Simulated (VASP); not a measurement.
A run of VASP 6.6.1 is set up as follows.

POSCAR

```
CdS
1.0
    0.0000000000      2.7267765504      2.7267765504
    2.7267765504      0.0000000000      2.7267765504
    2.7267765504      2.7267765504      0.0000000000
Cd S
1 1
Direct
    0.0000000000      0.0000000000      0.0000000000
    0.5000000000      0.5000000000      0.5000000000
```

The input INCAR.step1:

```
SYSTEM = CdS
PREC     = Accurate       ! precision mode
ENCUT    = 500            ! plane-wave cutoff, eV
EDIFF    = 1E-8           ! SCF threshold, eV
ISMEAR   = 0              ! smearing method
SIGMA    = 0.01           ! smearing width, eV
LREAL    = .False.        ! projectors in reciprocal space
LASPH    = .True.         ! aspherical terms in the spheres
NELM     = 80             ! most SCF steps
ALGO     = Normal         ! electronic algorithm
LWAVE    = .True.         ! write WAVECAR
LCHARG   = .False.        ! write CHGCAR
GGA      = PE             ! functional
```

INCAR.step2

```
SYSTEM = CdS
PREC     = Accurate       ! precision mode
ENCUT    = 500            ! plane-wave cutoff, eV
EDIFF    = 1E-8           ! SCF threshold, eV
ISMEAR   = 0              ! smearing method
SIGMA    = 0.01           ! smearing width, eV
LREAL    = .False.        ! projectors in reciprocal space
LASPH    = .True.         ! aspherical terms in the spheres
NELM     = 1              ! most SCF steps
ALGO     = Exact          ! electronic algorithm
LWAVE    = .True.         ! write WAVECAR
LCHARG   = .False.        ! write CHGCAR
GGA      = PE             ! functional
NBANDS   = 74             ! bands
LOPTICS  = .True.         ! frequency-dependent dielectric function
ISTART   = 1
```

Contents of INCAR.step3:

```
SYSTEM = CdS
PREC     = Accurate       ! precision mode
ENCUT    = 500            ! plane-wave cutoff, eV
EDIFF    = 1E-8           ! SCF threshold, eV
ISMEAR   = 0              ! smearing method
SIGMA    = 0.01           ! smearing width, eV
LREAL    = .False.        ! projectors in reciprocal space
LASPH    = .True.         ! aspherical terms in the spheres
ALGO     = EVGW0          ! electronic algorithm
LWAVE    = .False.        ! write WAVECAR
LCHARG   = .False.        ! write CHGCAR
GGA      = PE             ! functional
NELMGW   = 1            
NBANDS   = 74             ! bands
ENCUTGW  = 80.0           ! cutoff of the response function
NOMEGA   = 48             ! frequency points
PRECFOCK = Fast         
ISTART   = 1            
NBANDSGW = 17
```

File KPOINTS:

```
regular mesh
0
Gamma
  4 4 4
  0 0 0
```

Potentials or basis: VASP PAW PBE potentials, release 64 (Cd_GW, S_GW).

The run is started by

```console
$ cat potpaw_PBE.64/Cd_GW/POTCAR potpaw_PBE.64/S_GW/POTCAR > POTCAR
$ cp INCAR.step1 INCAR
$ mpirun -np 1 vasp_std > vasp.out
$ cp INCAR.step2 INCAR
$ mpirun -np 1 vasp_std > vasp.out
$ cp INCAR.step3 INCAR
$ mpirun -np 1 vasp_std > vasp.out
```

(1) Estimate the quasiparticle gap.

(2) Estimate the least direct quasiparticle gap.

(3) Predict the band gap on the k mesh, mean-field level.

## Answers

(1) 0.76 eV.

(2) 2.33 eV.

(3) 0.21 eV, indirect (least direct gap 1.72 eV).

Caveat: the k points lie up to 0.50 Å⁻¹ apart; bands, screening cutoff and mesh are small and nothing is extrapolated, so the quasiparticle values aren't converged.
